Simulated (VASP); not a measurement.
MoSe, 2 atoms in the cell. It takes space group Fm-3m (No. 225, cubic). The conventional cell has a = 5.185 Å, b = 5.185 Å, c = 5.185 Å, α = 90.00°, β = 90.00°, γ = 90.00°. Mo (site symmetry m-3m) has 6 Se at 2.59 Å within 3.4 Å. Se (site symmetry m-3m) has 6 Mo at 2.59 Å within 3.4 Å. 

- Program: VASP 6.6.1
- Task: single point
- Functional: PBEsol
- Potentials or basis: VASP PAW PBE potentials, release 64 (Mo_sv, Se)
- Cutoff: 500 eV
- k mesh: 10 × 10 × 10
- Occupations: gaussian, width 0.05 eV
- Spin: collinear spin
- Starting moments: [0.24, 0.0] μB
- Dipole correction: no
- Further INCAR settings: ALGO = Normal; EDIFF = 1e-06; NBANDS = 21

Potentials or basis: VASP PAW PBE potentials, release 64 (Mo_sv, Se).

Run with:

```sh
$ cat potpaw_PBE.64/Mo_sv/POTCAR potpaw_PBE.64/Se/POTCAR > POTCAR
$ mpirun -np 1 vasp_std > vasp.out
```

Hardware: 1 thread of Intel Xeon 8259CL, on a shared host.

**Question.** Estimate the wall time of this run.

**Answer.** Run time: 2.5 min on 1 thread of Intel Xeon 8259CL, with other jobs on the host, peak memory 0.2 GiB. Counts: scf iterations 16, k points 47.
